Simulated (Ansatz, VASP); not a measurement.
## GaP in VASP and in Ansatz

Contents of POSCAR:

```
GaP
1.0
    0.0000000000      2.6436373088      2.7943627968
    2.6436373088      0.0000000000      2.7943627968
    2.6436373088      2.6436373088      0.0000000000
Ga P
1 1
Direct
    0.0000000000      0.0000000000      0.0000000000
    0.2500000000      0.2500000000      0.2500000000
```

INCAR.step1

```
PREC = Accurate
ENCUT = 520
EDIFF = 1E-5
ISMEAR = 0
SIGMA = 0.01
LREAL = F
LASPH = T
NELM = 100
ALGO = Normal
ISIF = 2
LWAVE = T
LCHARG = F
GGA = PE
NBANDS = 16
```

File INCAR.step2:

```
PREC = Accurate
ENCUT = 520
EDIFF = 1E-6
ISMEAR = 0
SIGMA = 0.01
LREAL = F
LASPH = T
NELM = 100
ALGO = Normal
ISIF = 2
LWAVE = F
LCHARG = F
GGA = PE
LHFCALC = T
HFSCREEN = 0.2079
PRECFOCK = Normal
ISTART = 1
NBANDS = 16
```

Contents of KPOINTS:

```
regular mesh
0
Gamma
  6 6 6
```

Input for Ansatz:

```yaml
crystal:
  lattice:
    - [0.0, 2.6436373088, 2.7943627968]
    - [2.6436373088, 0.0, 2.7943627968]
    - [2.6436373088, 2.6436373088, 0.0]
  atoms:
    - { symbol: Ga, position: [0.0, 0.0, 0.0] }
    - { symbol: P, position: [0.25, 0.25, 0.25] }
kpoints:
  mp_grid: { grid: [6, 6, 6] }
  band_path:
    path:
      - [0.0, 0.0, 0.0]
      - [-0.5, -0.5, 0.0]
      - [-0.375, -0.375, 0.25]
      - [-0.375, 0.0, 0.375]
      - [0.0, 0.0, 0.5]
      - [-0.5, -0.25, 0.25]
      - [0.0, 0.424479, 0.424479]
    npoints: 1
hamiltonian:
  xc: hse06
scf:
  occupations: { method: fixed }
  n_extra_bands: 4
output:
  forces: true
  stress: true
  eigenvalues: true
  write_density: true
  write_potential: true
  elf: true
  volumetric_format: npy
```

Change from the starting cell: epitaxial_xy strain -3.0%.

Alike in both runs: task single point; functional HSE06; k mesh 6 × 6 × 6; no spin polarisation.

```csv
,VASP,Ansatz
version,VASP 6.6.1,Ansatz 0.2.0
potentials or method,"VASP PAW PBE potentials, release 64 (Ga_d, P)","plane waves, PAW"
plane-wave cutoff (eV),520,420
occupations,"gaussian, width 0.01 eV",fixed
valence electrons in the cell,18,18
```

|  | VASP | Ansatz | Ansatz less VASP |
| --- | --- | --- | --- |
| gap on the k mesh at the Fermi level (eV) | 1.96 | 1.96 | -0.003 |
| pressure (GPa) | 3.9 | 4.2 | +0.21 |
| traceless stress, the component that is largest in VASP (GPa) | -3.35 | -3.32 | +0.023 |

Ansatz's warnings: stress exchange threshold loose, stress scf threshold loose.
